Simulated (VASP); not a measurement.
# BaTiO3 (Amm2) in VASP: a series of runs

The runs below take BaTiO3 through single point, with PBEsol.

All numbers are computed with VASP 6.6.1; they aren't measurements. Logs are shortened: lines on timing, memory, paths and dates and some standing lists are left out, and cuts for length are marked.

### 1 The cell of the first run

Symmetry: Amm2, No. 38, orthorhombic system. Conventional cell: a = 3.906 Å, b = 5.560 Å, c = 5.690 Å, α = 90.00°, β = 90.00°, γ = 90.00°. Within 3.7 Å of Ba (site symmetry mm2) lie 12 O at 2.77 to 2.92 Å and 8 Ti at 3.39 to 3.51 Å. Within 2.5 Å of Ti (site symmetry mm2) lie 6 O at 1.91 to 2.07 Å. Within 2.6 Å of O (site symmetry mm2) lie 2 Ti at 1.96 Å. O (site symmetry m) has 2 Ti at 1.91 to 2.07 Å within 2.5 Å.

### 2 Single point, PBEsol

The input, INCAR:

```
SYSTEM = BaTiO3
PREC = Accurate
ENCUT = 520
EDIFF = 1E-7
ISMEAR = 0
SIGMA = 0.02
LREAL = .False.
LASPH = .True.
NELM = 100
ALGO = Normal
ISIF = 2
LWAVE = .False.
LCHARG = .False.
GGA = PS
NBANDS = 28
```

The input, KPOINTS:

```
regular mesh
0
Gamma
  6 6 6
  0 0 0
```

The input, POSCAR:

```
BaTiO3
1.0
    3.9057900000      0.0000000000      0.0000000000
    0.0000000000      2.7801620000      2.8451500000
    0.0000000000     -2.7801620000      2.8451500000
Ba Ti O
1 1 3
Direct
    0.0000000000      0.0000000000      0.0000000000
    0.5000000000      0.5124000000      0.5124000000
    0.0000000000      0.4874000000      0.4874000000
    0.5000000000      0.5052400000      0.9918400000
    0.5000000000      0.9918400000      0.5052400000
```

Potentials or basis: VASP PAW PBE potentials, release 64 (Ba_sv, Ti_sv, O).

Run with:

```console
$ cat potpaw_PBE.64/Ba_sv/POTCAR potpaw_PBE.64/Ti_sv/POTCAR potpaw_PBE.64/O/POTCAR > POTCAR
$ mpirun -np 1 vasp_std > vasp.out
```

OUTCAR:

```text
SYSTEM = BaTiO3
   PREC = Accurate
   ENCUT = 520
   EDIFF = 1E-7
   ISMEAR = 0
   LREAL = .False.
   LASPH = .True.
   NELM = 100
   ISIF = 2
   GGA = PS

 ion  position               nearest neighbor table
   1  0.000  0.000  0.000-   4 2.77   5 2.77   4 2.77   5 2.77   3 2.77   3 2.78   3 2.78   4 2.80
                             5 2.80   5 2.80   4 2.80   3 2.92   2 3.39   2 3.39   2 3.40   2 3.40
   2  0.500  0.512  0.512-   4 1.91   5 1.91   3 1.96   3 1.96   5 2.07   4 2.07   1 3.39   1 3.39
                             1 3.40   1 3.40   1 3.40   1 3.40   1 3.51   1 3.51
   3  0.000  0.487  0.487-   2 1.96   2 1.96   1 2.77   1 2.78   1 2.78   1 2.92
   4  0.500  0.505  0.992-   2 1.91   2 2.07   1 2.77   1 2.77   1 2.80   1 2.80
   5  0.500  0.992  0.505-   2 1.91   2 2.07   1 2.77   1 2.77   1 2.80   1 2.80

  LATTYP: Found a base centered orthorhombic cell.
 ALAT       =     5.5603240000
 B/A-ratio  =     1.0233756162
 C/A-ratio  =     0.7024392823

  Lattice vectors:

 A1 = (   0.0000000000,   2.7801620000,  -2.8451500000)
 A2 = (   0.0000000000,   2.7801620000,   2.8451500000)
 A3 = (   3.9057900000,   0.0000000000,   0.0000000000)

Analysis of symmetry for initial positions (statically):
=====================================================================
 Subroutine PRICEL returns:
 Original cell was already a primitive cell.

 Routine SETGRP: Setting up the symmetry group for a
 base centered orthorhombic supercell.

 Subroutine GETGRP returns: Found  4 space group operations
 (whereof  4 operations were pure point group operations)
 out of a pool of  8 trial point group operations.

The static configuration has the point symmetry C_2v.

Analysis of symmetry for dynamics (positions and initial velocities):
=====================================================================
 Subroutine PRICEL returns:
 Original cell was already a primitive cell.

 Routine SETGRP: Setting up the symmetry group for a
 base centered orthorhombic supercell.

 Subroutine GETGRP returns: Found  4 space group operations
 (whereof  4 operations were pure point group operations)
 out of a pool of  8 trial point group operations.

The dynamic configuration has the point symmetry C_2v.

 Subroutine INISYM returns: Found  4 space group operations
 (whereof  4 operations are pure point group operations),
 and found     1 'primitive' translations

----------------------------------------------------------------------------------------

                                     Primitive cell

  volume of cell :      61.7894

  direct lattice vectors                    reciprocal lattice vectors
     3.905790000  0.000000000  0.000000000     0.256030150  0.000000000  0.000000000
     0.000000000  2.780162000  2.845150000     0.000000000  0.179845635  0.175737659
     0.000000000 -2.780162000  2.845150000     0.000000000 -0.179845635  0.175737659

  length of vectors
     3.905790000  3.977961698  3.977961698     0.256030150  0.251452137  0.251452137

  position of ions in fractional coordinates (direct lattice)
     0.000000000  0.000000000  0.000000000
     0.500000000  0.512400000  0.512400000
     0.000000000  0.487400000  0.487400000
     0.500000000  0.505240000  0.991840000
     0.500000000  0.991840000  0.505240000

  ion indices of the primitive-cell ions
   primitive index   ion index
                 1           1
                 2           2
                 3           3
                 4           4
                 5           5

----------------------------------------------------------------------------------------

 KPOINTS: regular mesh

Automatic generation of k-mesh.
 Grid dimensions read from file:
 generate k-points for:    6    6    6

 Generating k-lattice:

  Cartesian coordinates                     Fractional coordinates (reciprocal lattice)
     0.042671692  0.000000000  0.000000000     0.166666667  0.000000000  0.000000000
     0.000000000  0.029974272  0.029289610     0.000000000  0.166666667  0.000000000
     0.000000000 -0.029974272  0.029289610     0.000000000  0.000000000  0.166666667

  Length of vectors
     0.042671692  0.041908689  0.041908689

  Shift w.r.t. Gamma in fractional coordinates (k-lattice)
     0.000000000  0.000000000  0.000000000

 Subroutine IBZKPT returns following result:
 ===========================================

 Found     52 irreducible k-points:

 Following reciprocal coordinates:
            Coordinates               Weight
  0.000000  0.000000  0.000000      1.000000
  0.166667  0.000000  0.000000      2.000000
  0.333333  0.000000  0.000000      2.000000
  0.500000  0.000000  0.000000      1.000000
  0.000000  0.166667  0.000000      4.000000
  0.166667  0.166667  0.000000      8.000000
[... 16 lines left out ...]
  0.333333  0.333333  0.166667      8.000000
  0.500000  0.333333  0.166667      4.000000
 [... further k-points ...]
   k-points           NKPTS =     52   k-points in BZ     NKDIM =     52   number of bands    NBANDS=     28
   number of dos      NEDOS =    301   number of ions     NIONS =      5
   total plane-waves  NPLWV =  27000
   dimension x,y,z NGX =    30 NGY =   30 NGZ =   30
   dimension x,y,z NGXF=    60 NGYF=   60 NGZF=   60
   ions per type =               1   1   3
   NGX,Y,Z   is equivalent  to a cutoff of  12.77, 12.54, 12.54 a.u.
   NGXF,Y,Z  is equivalent  to a cutoff of  25.54, 25.08, 25.08 a.u.
 SYSTEM =  BaTiO3
   PREC   = accura    normal or accurate (medium, high low for compatibility)
   ISTART =      0    job   : 0-new  1-cont  2-samecut
   ICHARG =      2    charge: 1-file 2-atom 10-const
   ISPIN  =      1    spin polarized calculation?
   LNONCOLLINEAR =      F non collinear calculations
   LSORBIT =      F    spin-orbit coupling
   LASPH  =      T    aspherical Exc in radial PAW
   ENCUT  =  520.0 eV  38.22 Ry    6.18 a.u.   7.26  7.40  7.40*2*pi/ulx,y,z
   NELM   =    100;   NELMIN=  2; NELMDL= -5     # of ELM steps
   EDIFF  = 0.1E-06   stopping-criterion for ELM
   LREAL  =      F    real-space projection
   EDIFFG = 0.1E-05   stopping-criterion for IOM
   NSW    =      0    number of steps for IOM
   IBRION =     -1    ionic relax: 0-MD 1-quasi-New 2-CG
   NFREE  =      0    steps in history (QN), initial steepest desc. (CG)
   ISIF   =      2    stress and relaxation
   ISYM   =      2    0-nonsym 1-usesym 2-fastsym
   POTIM  = 0.5000    time-step for ionic-motion
   TEBEG  =    0.0;   TEEND  =   0.0 temperature during run
   PSTRESS=    0.0 pullay stress
   NELECT =      40.0000    total number of electrons
   NUPDOWN=      -1.0000    fix difference up-down
   EMIN   =  10.00;   EMAX   =-10.00  energy-range for DOS
   EFERMI =   0.00;   METHOD = LEGACY
   ISMEAR =     0;   SIGMA  =   0.02  broadening in eV -4-tet -1-fermi 0-gaus
   EFERMI_NEDOS =   21; number of points for ismear=-14 and -15
   IALGO  =     38    algorithm
   IMIX   =      4    mixing-type and parameters
     AMIX     =   0.40;   BMIX     =  1.00
     AMIX_MAG =   1.60;   BMIX_MAG =  1.00
  volume/ion in A,a.u.               =      12.36        83.40
  Fermi-wavevector in a.u.,A,eV,Ry     =   1.416196  2.676223 27.288006  2.005612
  Thomas-Fermi vector in A             =   2.537556
   LORBIT       =      0    0 simple, 1 ext, 2 COOP (PROOUT), +10 PAW based schemes
   GGA     = PS    functional components
   LHFCALC =     F    Hartree Fock is set to
   AEXX    =    0.0000 exact exchange contribution
   IVDW    =     0    specifies the selected vdW correction
   LEPSILON=     F    determine dielectric tensor
   LRPA    =     F    only Hartree local field effects (RPA)
 non-spin polarized calculation
 Gauss-broadening in eV      SIGMA  =   0.02
  energy-cutoff  :      520.00
  volume of cell :       61.79
 maximum number of plane-waves:      1685
 NGX is ok and might be reduce to    30
   NGX = 15   NGY = 15   NGZ = 15

 number of electron      40.0000011 magnetization

 Free energy of the ion-electron system (eV)
  ---------------------------------------------------
  ext. energy  EPLUGINS =         0.00000000
  ---------------------------------------------------
  free energy    TOTEN  =       -41.93483665 eV

  energy without entropy =      -41.93483665  energy(sigma->0) =      -41.93483665

 E-fermi :   4.1641     XC(G=0): -11.7091

 val. band max:        3.9968290921   @ k =   0.5000   0.5000   0.5000
 cond. band min:       5.8286154836   @ k =   0.0000   0.0000   0.0000
 fundamental gap:      1.8317863915
 Fermi energy:         4.1640947270

 k-point     1 :       0.0000    0.0000    0.0000
  band No.  band energies     occupation
      1     -52.1512      2.00000
      2     -28.5231      2.00000
      3     -28.5043      2.00000
      4     -28.5038      2.00000
      5     -20.7120      2.00000
      6     -12.9175      2.00000
[... 20 lines left out ...]
     27       9.0389      0.00000
     28      11.5450      0.00000

 k-point     2 :       0.1667    0.0000    0.0000
  band No.  band energies     occupation
      1     -52.1508      2.00000
      2     -28.5232      2.00000
      3     -28.5224      2.00000
      4     -28.5030      2.00000
      5     -20.6723      2.00000
      6     -12.9322      2.00000
[... 20 lines left out ...]
     27       9.5968      0.00000
     28      12.2232      0.00000

 k-point     3 :       0.3333    0.0000    0.0000
  band No.  band energies     occupation
      1     -52.1500      2.00000
      2     -28.5604      2.00000
      3     -28.5208      2.00000
      4     -28.5015      2.00000
      5     -20.5906      2.00000
      6     -13.0907      2.00000
[... 20 lines left out ...]
     27      10.8454      0.00000
     28      12.3513      0.00000

 k-point     4 :       0.5000    0.0000    0.0000
  band No.  band energies     occupation
      1     -52.1496      2.00000
      2     -28.5789      2.00000
      3     -28.5201      2.00000
      4     -28.5008      2.00000
      5     -20.5486      2.00000
      6     -13.1994      2.00000
[... 578 lines left out ...]
     27      11.5423      0.00000
     28      12.7088      0.00000

 k-point    23 :       0.3333    0.3333    0.1667
  band No.  band energies     occupation
      1     -52.1488      2.00000
      2     -28.5577      2.00000
      3     -28.5563      2.00000
      4     -28.5218      2.00000
      5     -20.4949      2.00000
      6     -12.6866      2.00000
[... 20 lines left out ...]
     27      12.4313      0.00000
     28      12.5245      0.00000

 k-point    24 :       0.5000    0.3333    0.1667
  band No.  band energies     occupation
      1     -52.1484      2.00000
      2     -28.5747      2.00000
      3     -28.5562      2.00000
      4     -28.5210      2.00000
      5     -20.4658      2.00000
      6     -12.6244      2.00000
[... 20 lines left out ...]
     27      12.3600      0.00000
     28      12.7227      0.00000

 [... further k-points ...]
[... 5 lines left out ...]
  --------------------------------------------------------------------------------------
  -------------------------------------------------------------------------------------
  Total        2.6909614      2.8859660      0.6053451      0.0000000      0.0000000      0.0000000
  in kB       69.7756517     74.8320487     15.6963785      0.0000000      0.0000000      0.0000000
  external PRESSURE =      53.4346930 kB  Pullay stress =       0.0000000 kB

 VOLUME and BASIS-vectors are now :
 -----------------------------------------------------------------------------
  energy-cutoff  :      520.00
  volume of cell :       61.79
      direct lattice vectors                 reciprocal lattice vectors
     3.905790000  0.000000000  0.000000000     0.256030150  0.000000000  0.000000000
     0.000000000  2.780162000  2.845150000     0.000000000  0.179845635  0.175737659
     0.000000000 -2.780162000  2.845150000     0.000000000 -0.179845635  0.175737659

 POSITION                                       TOTAL-FORCE (eV/Angst)
 -----------------------------------------------------------------------------------
      0.00000      0.00000      0.00000         0.000000      0.000000      0.180001
      1.95290      0.00000      2.91571         0.000000      0.000000      0.048845
      0.00000      0.00000      2.77345         0.000000      0.000000      0.159508
      1.95290     -1.35283      4.25942         0.000000     -0.137170     -0.194177
      1.95290      1.35283      4.25942         0.000000      0.137170     -0.194177
 -----------------------------------------------------------------------------------
    total drift:                                0.000000      0.000002      0.000369

  FREE ENERGIE OF THE ION-ELECTRON SYSTEM (eV)
  ---------------------------------------------------
  free  energy   TOTEN  =       -41.9348366453 eV

  energy  without entropy=      -41.9348366453  energy(sigma->0) =      -41.93483665
```

It took 90 s on 1 thread of Intel Xeon Platinum 8488C (Sapphire Rapids), shared host; peak memory 0.22 GiB.

Results:

```
Free energy            : -41.9348 eV
Pressure               : 5.3 GPa
Largest force          : 0.238 eV/Å
Band gap on the k mesh : 1.83 eV (least direct gap 1.96 eV)
```

Forces in eV/Å, atoms in the order of the input:
```
Ba   0.000  0.000  0.180
Ti   0.000  0.000  0.049
O    0.000  0.000  0.160
O    0.000 -0.137 -0.194
O    0.000  0.137 -0.194
```

Stress tensor (GPa, compression positive):
```
6.98 0.00 0.00
0.00 7.48 0.00
0.00 0.00 1.57
```

Caveat: the cell stands under pressure; the PAW data sets were made with another functional, which shifts forces and pressure a little; spin-orbit coupling is left out, which moves the levels of the heavy elements.

[end of part 1 of 2]
